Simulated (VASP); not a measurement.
Set up this calculation in VASP 6.6.1, as the native input.

```yaml
Task: single point
Functional: PBEsol
Potentials_or_basis: VASP PAW PBE potentials, release 64 (Pb_d, Cs_sv, Br)
Cutoff: 500 eV
k_mesh: 4 × 4 × 4
Occupations: fermi-dirac, width 0.05 eV
Spin: no spin polarisation
Dipole_correction: no
Further_INCAR_settings: ALGO = Normal; EDIFF = 1e-06; NBANDS = 30
```

The structure of CsPbBr3 lies in POSCAR:

```
CsPbBr3
1.0
    5.9287000000      0.0000000000      0.0000000000
    0.0000000000      5.9287000000      0.0000000000
    0.0000000000      0.0000000000      5.8700000000
Pb Cs Br
1 1 3
Direct
    0.5000000000      0.5000000000      0.5000000000
    0.0000000000      0.0000000000      0.0000000000
    0.5000000000      0.5000000000      0.0000000000
    0.5000000000      0.0000000000      0.5000000000
    0.0000000000      0.5000000000      0.5000000000
```

These files were run (other wordings do the same):

INCAR

```
SYSTEM = CsPbBr3
PREC = Accurate
ENCUT = 500
EDIFF = 1E-6
ISMEAR = -1
SIGMA = 0.05
LREAL = .FALSE.
LASPH = .TRUE.
NELM = 120
ALGO = Normal
ISIF = 2
LWAVE = .FALSE.
LCHARG = .FALSE.
GGA = PS
NBANDS = 30
GGA_COMPAT = .FALSE.
```

KPOINTS

```
Automatic mesh
0
G
  4 4 4
  0 0 0
```

Potentials or basis: VASP PAW PBE potentials, release 64 (Pb_d, Cs_sv, Br).

Launch:

```bash
$ cat potpaw_PBE.64/Pb_d/POTCAR potpaw_PBE.64/Cs_sv/POTCAR potpaw_PBE.64/Br/POTCAR > POTCAR
$ mpirun -np 1 vasp_std > vasp.out
```

It gave:

The pressure is -0.3 GPa. The band gap on the k mesh is 1.48 eV.

Caveat: the PAW data sets were made with another functional, which shifts forces and pressure a little; spin-orbit coupling is left out, which moves the levels of the heavy elements.

It took 76 s on 1 thread of Intel(R) Xeon(R) Platinum 8375C CPU @ 2.90GHz (Ice Lake), on a shared host, peak memory 0.38 GiB.
